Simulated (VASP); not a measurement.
# Si23H4O48 (a cell with a defect) in VASP: a series of runs

Runs on Si23H4O48 (a cell with a defect). Level: r2SCAN. Tasks: single point.

Everything below comes from runs of VASP 6.6.1. Logs are shortened: lines on timing, memory, paths and dates and some standing lists are left out, and cuts for length are marked.

### 1 The cell of the first run

The cell holds a defect, 75 atoms: a = 9.832 Å, b = 9.832 Å, c = 10.818 Å, α = 90.00°, β = 90.00°, γ = 120.00°.

### 2 Single point, r2SCAN

POSCAR reads:

```
Si23H4O48
1.0
    9.8316000000      0.0000000000      0.0000000000
   -4.9158000000      8.5144150000      0.0000000000
    0.0000000000      0.0000000000     10.8182000000
Si O H
23 48 4
Direct
    0.2668430000      0.0009767400      0.1634700000
    0.0028516000      0.2703680000      0.3357050000
    0.2306050000      0.2354080000      0.0001007300
    0.2653480000      0.9977494000      0.6636500000
    0.9932126000      0.2663560000      0.8350300000
    0.2323110000      0.2285110000      0.5017520000
    0.2682820000      0.5027390000      0.1672110000
    0.9997803800      0.7676140000      0.3331480000
    0.2338640000      0.7330290000      0.9966533000
    0.9989205000      0.7666930000      0.8327140000
    0.2344290000      0.7356140000      0.4976220000
    0.7692410000      0.0042952000      0.1672390000
    0.4984520000      0.2670890000      0.3326380000
    0.7266420000      0.2320240000      0.0002954000
    0.7657180000      0.0012322000      0.6669000000
    0.4945750000      0.2657660000      0.8320270000
    0.7327730000      0.2338080000      0.4992370000
    0.7651740000      0.5008340000      0.1672980000
    0.5011880000      0.7703670000      0.3320530000
    0.7350830000      0.7369020000      0.0012113000
    0.7631940000      0.4995590000      0.6663380000
    0.5046480000      0.7692100000      0.8316280000
    0.7327490000      0.7354920000      0.4996880000
    0.0687650000      0.2066210000      0.4462400000
    0.2961240000      0.3658270000      0.1099080000
    0.1402060000      0.4347450000      0.2786630000
    0.2024600000      0.0698960000      0.0553950000
    0.3623780000      0.2944360000      0.3913610000
    0.4306990000      0.1384180000      0.2213530000
    0.0654320000      0.2098730000      0.9457150000
    0.3038820000      0.3517710000      0.6166480000
    0.1356700000      0.4290170000      0.7780800000
    0.1997120000      0.0574320000      0.5499300000
    0.3584550000      0.2958220000      0.8879650000
    0.4284840000      0.1364520000      0.7217280000
    0.0679010000      0.7063220000      0.4438320000
    0.2991160000      0.8684090000      0.1031500000
    0.1368330000      0.9300380000      0.2735220000
    0.2040780000      0.5698520000      0.0580140000
    0.3639780000      0.7993980000      0.3865800000
    0.4342950000      0.6406840000      0.2215190000
    0.0677460000      0.7049810000      0.9423610000
    0.2993620000      0.8643310000      0.6090240000
    0.1350350000      0.9300380000      0.7738950000
    0.2058530000      0.5699500000      0.5554350000
    0.3593880000      0.7870590000      0.8833780000
    0.4574520000      0.6484340000      0.7143040000
    0.5683340000      0.2046660000      0.4411890000
    0.7907210000      0.3628830000      0.1097040000
    0.6344730000      0.4331810000      0.2768560000
    0.7032200000      0.0691220000      0.0573170000
    0.8658290000      0.2991990000      0.3913950000
    0.9337440000      0.1415760000      0.2241200000
    0.5617480000      0.2046160000      0.9436860000
    0.7914020000      0.3622690000      0.6109670000
    0.6303510000      0.4323090000      0.7751710000
    0.7053660000      0.0690910000      0.5554790000
    0.8539980000      0.2927100000      0.8882170000
    0.9307640000      0.1366270000      0.7244910000
    0.5684650000      0.7078670000      0.4422990000
    0.7990200000      0.8685060000      0.1101390000
    0.6394420000      0.9356300000      0.2772850000
    0.7054800000      0.5714430000      0.0574340000
    0.8637870000      0.7971160000      0.3899890000
    0.9305870000      0.6356190000      0.2243800000
    0.5697540000      0.7090080000      0.9453830000
    0.7944690000      0.8645580000      0.6107280000
    0.6368080000      0.9393260000      0.7782680000
    0.7041320000      0.5699330000      0.5561050000
    0.8633810000      0.7966100000      0.8896810000
    0.9285160000      0.6335080000      0.7246220000
    0.4510421900      0.5232132400      0.7280316600
    0.2297450000      0.3561110000      0.6755540000
    0.3027980000      0.5849670000      0.5956360000
    0.1163320000      0.4796660000      0.7069560000
```

INCAR.step1 reads:

```
ALGO = Normal
EDIFF = 1E-4
ENCUT = 520
GGA = PE
ISMEAR = 0
LASPH = True
LCHARG = False
LREAL = Auto
LWAVE = True
NBANDS = 235
NELM = 100
PREC = Accurate
SIGMA = 0.02
```

INCAR.step2 reads:

```
ALGO = Normal
EDIFF = 1E-6
ENCUT = 520
ISIF = 2
ISMEAR = 0
ISTART = 1
LASPH = True
LCHARG = True
LELF = True
LMIXTAU = True
LREAL = Auto
LVHAR = True
LWAVE = False
METAGGA = R2SCAN
NBANDS = 235
NELM = 100
PREC = Accurate
SIGMA = 0.02
```

KPOINTS reads:

```
k-points
0
Gamma
  1 1 1
```

Potentials or basis: VASP PAW PBE potentials, release 64 (Si, O, H).

Launch:

```
> cat potpaw_PBE.64/Si/POTCAR potpaw_PBE.64/O/POTCAR potpaw_PBE.64/H/POTCAR > POTCAR
> cp INCAR.step1 INCAR
> mpirun -np 1 vasp_gam > vasp.out
> cp INCAR.step2 INCAR
> mpirun -np 1 vasp_gam > vasp.out
```

OUTCAR:

```text
EDIFF = 1E-6
   ENCUT = 520
   ISIF = 2
   ISMEAR = 0
   ISTART = 1
   LASPH = True
   LREAL = Auto
   METAGGA = R2SCAN
   NELM = 100
   PREC = Accurate

 ion  position               nearest neighbor table
   1  0.267  0.001  0.163-  29 1.62  37 1.62  38 1.63  27 1.63   3 3.06  13 3.07   9 3.07   8 3.08

   2  0.003  0.270  0.336-  26 1.62  52 1.62  24 1.63  53 1.63  17 3.06   7 3.06   6 3.07  12 3.07

   3  0.231  0.235  0.000-  27 1.62  30 1.62  25 1.63  34 1.63   7 3.06  16 3.06   1 3.06   5 3.07
[... 83 lines left out ...]
  70  0.863  0.797  0.890-  10 1.62  20 1.63
  71  0.929  0.634  0.725-  21 1.62  10 1.63
  72  0.451  0.523  0.728-  47 1.21
  73  0.230  0.356  0.676-  31 0.99
  74  0.303  0.585  0.596-  45 0.99
  75  0.116  0.480  0.707-  32 0.99

  LATTYP: Found a hexagonal cell.
 ALAT       =     9.8316000000
 C/A-ratio  =     1.1003498922

  Lattice vectors:

 A1 = (   9.8316000000,   0.0000000000,   0.0000000000)
 A2 = (  -4.9158000000,   8.5144150000,   0.0000000000)
 A3 = (   0.0000000000,   0.0000000000,  10.8182000000)

Analysis of symmetry for initial positions (statically):
=====================================================================
 Subroutine PRICEL returns:
 Original cell was already a primitive cell.

 Routine SETGRP: Setting up the symmetry group for a
 hexagonal supercell.

 Subroutine GETGRP returns: Found  1 space group operations
 (whereof  1 operations were pure point group operations)
 out of a pool of 24 trial point group operations.

The static configuration has the point symmetry C_1 .

Analysis of symmetry for dynamics (positions and initial velocities):
=====================================================================
 Subroutine PRICEL returns:
 Original cell was already a primitive cell.

 Routine SETGRP: Setting up the symmetry group for a
 hexagonal supercell.

 Subroutine GETGRP returns: Found  1 space group operations
 (whereof  1 operations were pure point group operations)
 out of a pool of 24 trial point group operations.

The dynamic configuration has the point symmetry C_1 .

 Subroutine INISYM returns: Found  1 space group operations
 (whereof  1 operations are pure point group operations),
 and found     1 'primitive' translations

----------------------------------------------------------------------------------------

                                     Primitive cell

  volume of cell :     905.5950

  direct lattice vectors                    reciprocal lattice vectors
     9.831600000  0.000000000  0.000000000     0.101712844  0.058723941  0.000000000
    -4.915800000  8.514415000  0.000000000     0.000000000  0.117447881  0.000000000
     0.000000000  0.000000000 10.818200000     0.000000000  0.000000000  0.092436819

  length of vectors
     9.831600000  9.831599688 10.818200000     0.117447877  0.117447881  0.092436819

  position of ions in fractional coordinates (direct lattice)
     0.266843000  0.000976740  0.163470000
     0.002851600  0.270368000  0.335705000
     0.230605000  0.235408000  0.000100730
     0.265348000  0.997749400  0.663650000
     0.993212600  0.266356000  0.835030000
     0.232311000  0.228511000  0.501752000
[... 67 lines left out ...]
     0.302798000  0.584967000  0.595636000
     0.116332000  0.479666000  0.706956000

  ion indices of the primitive-cell ions
   primitive index   ion index
                 1           1
                 2           2
                 3           3
                 4           4
                 5           5
                 6           6
[... 67 lines left out ...]
                74          74
                75          75

----------------------------------------------------------------------------------------

 KPOINTS: k-points

Automatic generation of k-mesh.
 Grid dimensions read from file:
 generate k-points for:    1    1    1

 Generating k-lattice:

  Cartesian coordinates                     Fractional coordinates (reciprocal lattice)
     0.101712844  0.058723941  0.000000000     1.000000000  0.000000000  0.000000000
     0.000000000  0.117447881  0.000000000     0.000000000  1.000000000  0.000000000
     0.000000000  0.000000000  0.092436819     0.000000000  0.000000000  1.000000000

  Length of vectors
     0.117447877  0.117447881  0.092436819

  Shift w.r.t. Gamma in fractional coordinates (k-lattice)
     0.000000000  0.000000000  0.000000000

 Subroutine IBZKPT returns following result:
 ===========================================

 Found      1 irreducible k-points:

 Following reciprocal coordinates:
            Coordinates               Weight
  0.000000  0.000000  0.000000      1.000000
   k-points           NKPTS =      1   k-points in BZ     NKDIM =      1   number of bands    NBANDS=    235
   number of dos      NEDOS =    301   number of ions     NIONS =     75
   total plane-waves  NPLWV = 512000
   dimension x,y,z NGX =    80 NGY =   80 NGZ =   80
   dimension x,y,z NGXF=   160 NGYF=  160 NGZF=  160
   ions per type =              23  48   4
   NGX,Y,Z   is equivalent  to a cutoff of  13.53, 13.53, 12.29 a.u.
   NGXF,Y,Z  is equivalent  to a cutoff of  27.05, 27.05, 24.59 a.u.
 SYSTEM =  unknown system
   PREC   = accura    normal or accurate (medium, high low for compatibility)
   ISTART =      1    job   : 0-new  1-cont  2-samecut
   ICHARG =      0    charge: 1-file 2-atom 10-const
   ISPIN  =      1    spin polarized calculation?
   LNONCOLLINEAR =      F non collinear calculations
   LSORBIT =      F    spin-orbit coupling
   LASPH  =      T    aspherical Exc in radial PAW
   ENCUT  =  520.0 eV  38.22 Ry    6.18 a.u.  18.28 18.28 20.11*2*pi/ulx,y,z
   NELM   =    100;   NELMIN=  2; NELMDL=  0     # of ELM steps
   EDIFF  = 0.1E-05   stopping-criterion for ELM
   LREAL  =      T    real-space projection
   EDIFFG = 0.1E-04   stopping-criterion for IOM
   NSW    =      0    number of steps for IOM
   IBRION =     -1    ionic relax: 0-MD 1-quasi-New 2-CG
   NFREE  =      0    steps in history (QN), initial steepest desc. (CG)
   ISIF   =      2    stress and relaxation
   ISYM   =      2    0-nonsym 1-usesym 2-fastsym
   POTIM  = 0.5000    time-step for ionic-motion
   TEBEG  =    0.0;   TEEND  =   0.0 temperature during run
   PSTRESS=    0.0 pullay stress
   NELECT =     384.0000    total number of electrons
   NUPDOWN=      -1.0000    fix difference up-down
   EMIN   =  10.00;   EMAX   =-10.00  energy-range for DOS
   EFERMI =   0.00;   METHOD = LEGACY
   ISMEAR =     0;   SIGMA  =   0.02  broadening in eV -4-tet -1-fermi 0-gaus
   EFERMI_NEDOS =   21; number of points for ismear=-14 and -15
   IALGO  =     38    algorithm
   IMIX   =      4    mixing-type and parameters
     AMIX     =   0.40;   BMIX     =  1.00
     AMIX_MAG =   1.60;   BMIX_MAG =  1.00
  volume/ion in A,a.u.               =      12.07        81.48
  Fermi-wavevector in a.u.,A,eV,Ry     =   1.229912  2.324196 20.581296  1.512683
  Thomas-Fermi vector in A             =   2.364781
   LORBIT       =      0    0 simple, 1 ext, 2 COOP (PROOUT), +10 PAW based schemes
   METAGGA = R2SCAN    functional components
   LHFCALC =     F    Hartree Fock is set to
   AEXX    =    0.0000 exact exchange contribution
   IVDW    =     0    specifies the selected vdW correction
   LEPSILON=     F    determine dielectric tensor
   LRPA    =     F    only Hartree local field effects (RPA)
 non-spin polarized calculation
 Gauss-broadening in eV      SIGMA  =   0.02
  energy-cutoff  :      520.00
  volume of cell :      905.60
 maximum number of plane-waves:     12195
 NGX is ok and might be reduce to    80
   NGX = 37   NGY = 37   NGZ = 41

 number of electron     384.0000017 magnetization

 Free energy of the ion-electron system (eV)
  ---------------------------------------------------
  ext. energy  EPLUGINS =         0.00000000
  ---------------------------------------------------
  free energy    TOTEN  =      -715.61535457 eV

  energy without entropy =     -715.61535457  energy(sigma->0) =     -715.61535457

 E-fermi :   0.8587     XC(G=0):  -9.7535

 val. band max:        0.6883238288   @ k =   0.0000   0.0000   0.0000
 cond. band min:       6.9182614471   @ k =   0.0000   0.0000   0.0000
 fundamental gap:      6.2299376182
 Fermi energy:         0.8586959107

 k-point     1 :       0.0000    0.0000    0.0000
  band No.  band energies     occupation
      1     -19.7906      2.00000
      2     -19.3712      2.00000
      3     -19.3529      2.00000
      4     -19.3061      2.00000
      5     -19.2964      2.00000
      6     -19.2648      2.00000
[... 196 lines left out ...]
    203      10.1320      0.00000
    204      10.1536      0.00000
 [bands above 204 left out]

------------------------ aborting loop because EDIFF is reached ----------------------------------------

  FORCE on cell =-STRESS in cart. coord.  units (eV):
  Direction    XX          YY          ZZ          XY          YZ          ZX
  --------------------------------------------------------------------------------------
  -------------------------------------------------------------------------------------
  Total      -18.4103012    -18.1530364    -17.0104564      3.0714000     -0.3719776     -0.7810400
  in kB      -32.5714771    -32.1163247    -30.0948739      5.4339163     -0.6581023     -1.3818148
  external PRESSURE =     -31.5942252 kB  Pullay stress =       0.0000000 kB

 VOLUME and BASIS-vectors are now :
 -----------------------------------------------------------------------------
  energy-cutoff  :      520.00
  volume of cell :      905.60
      direct lattice vectors                 reciprocal lattice vectors
     9.831600000  0.000000000  0.000000000     0.101712844  0.058723941  0.000000000
    -4.915800000  8.514415000  0.000000000     0.000000000  0.117447881  0.000000000
     0.000000000  0.000000000 10.818200000     0.000000000  0.000000000  0.092436819

 POSITION                                       TOTAL-FORCE (eV/Angst)
 -----------------------------------------------------------------------------------
      2.61869      0.00832      1.76845         0.055303     -0.027309     -0.000265
     -1.30104      2.30203      3.63172        -0.044154      0.062545     -0.026815
      1.11000      2.00436      0.00109        -0.096637     -0.040561      0.064491
     -2.29594      8.49525      7.17950         0.081889     -0.101975      0.016599
      8.45552      2.26787      9.03352         0.037020      0.025345     -0.002026
      1.16067      1.94564      5.42805         0.001736     -0.133735     -0.218026
[... 67 lines left out ...]
      0.10141      4.98065      6.44371        -0.150061     -0.057411     -0.017414
     -1.21421      4.08408      7.64799         0.171099     -0.088684      0.238082
 -----------------------------------------------------------------------------------
    total drift:                               -0.021404      0.004018     -0.014701

  FREE ENERGIE OF THE ION-ELECTRON SYSTEM (eV)
  ---------------------------------------------------
  free  energy   TOTEN  =      -715.6153545670 eV

  energy  without entropy=     -715.6153545670  energy(sigma->0) =     -715.61535457
```

Wall time 19 min (1 thread of Intel Xeon 8259CL, shared host); peak memory 1.1 GiB.

Results:

```yaml
Free_energy: -715.6154 eV
Pressure: -3.2 GPa
Largest_force: 5.304 eV/Å
Band_gap_on_the_k_mesh: 6.23 eV
```

Forces in eV/Å, atoms in the order of the input:
```
Si   0.055 -0.027  0.000
Si  -0.044  0.063 -0.027
Si  -0.097 -0.041  0.064
Si   0.082 -0.102  0.017
Si   0.037  0.025 -0.002
Si   0.002 -0.134 -0.218
Si   0.029  0.033 -0.018
Si  -0.023  0.024 -0.002
Si   0.041 -0.032 -0.068
Si  -0.020  0.028  0.034
Si  -0.003 -0.044  0.026
Si   0.032 -0.032 -0.008
Si   0.009  0.037 -0.017
Si   0.022 -0.046  0.019
Si   0.000 -0.073  0.030
Si   0.059 -0.120  0.086
Si   0.003 -0.067 -0.001
Si   0.036  0.016 -0.007
Si   0.004  0.025  0.024
Si  -0.119 -0.026 -0.034
Si   0.127  0.083 -0.104
Si   0.022 -0.293 -0.162
Si  -0.093 -0.013  0.044
O    0.183  0.232 -0.091
O   -0.256 -0.034 -0.162
O    0.135 -0.232 -0.138
O    0.152  0.247  0.120
O    0.095 -0.240  0.178
O   -0.260  0.021  0.149
O    0.135  0.208 -0.151
O   -0.231 -0.207  0.086
O   -0.290 -0.254 -0.122
O    0.121  0.309  0.186
O    0.158 -0.182  0.066
O   -0.277  0.065  0.145
O    0.122  0.238 -0.153
O   -0.281 -0.016 -0.104
O    0.137 -0.200 -0.138
O    0.151  0.203  0.149
O    0.114 -0.241  0.153
O   -0.266  0.003  0.152
O    0.095  0.231 -0.161
O   -0.309  0.012 -0.161
O    0.150 -0.193 -0.157
O    0.150  0.380 -0.043
O    0.039 -0.142  0.264
O    2.296 -4.257  0.786
O    0.098  0.241 -0.133
O   -0.268 -0.019 -0.148
O    0.145 -0.228 -0.140
O    0.131  0.241  0.133
O    0.115 -0.244  0.150
O   -0.246  0.019  0.157
O    0.089  0.244 -0.177
O   -0.275  0.007 -0.125
O    0.025 -0.218 -0.136
O    0.128  0.248  0.135
O    0.129 -0.221  0.155
O   -0.256  0.045  0.147
O    0.127  0.242 -0.173
O   -0.253 -0.005 -0.128
O    0.137 -0.210 -0.154
O    0.159  0.197  0.154
O    0.126 -0.233  0.141
O   -0.269  0.019  0.143
O    0.213  0.255 -0.042
O   -0.240  0.002 -0.169
O    0.200 -0.121 -0.162
O    0.157  0.163  0.181
O    0.145 -0.233  0.141
O   -0.278 -0.007  0.132
H   -2.441  4.661 -0.669
H    0.157  0.066 -0.162
H   -0.150 -0.057 -0.017
H    0.171 -0.089  0.238
```

Caveat: the k points lie up to 0.74 Å⁻¹ apart; the PAW data sets were made with another functional, which shifts forces and pressure a little.

[end of part 1 of 2]
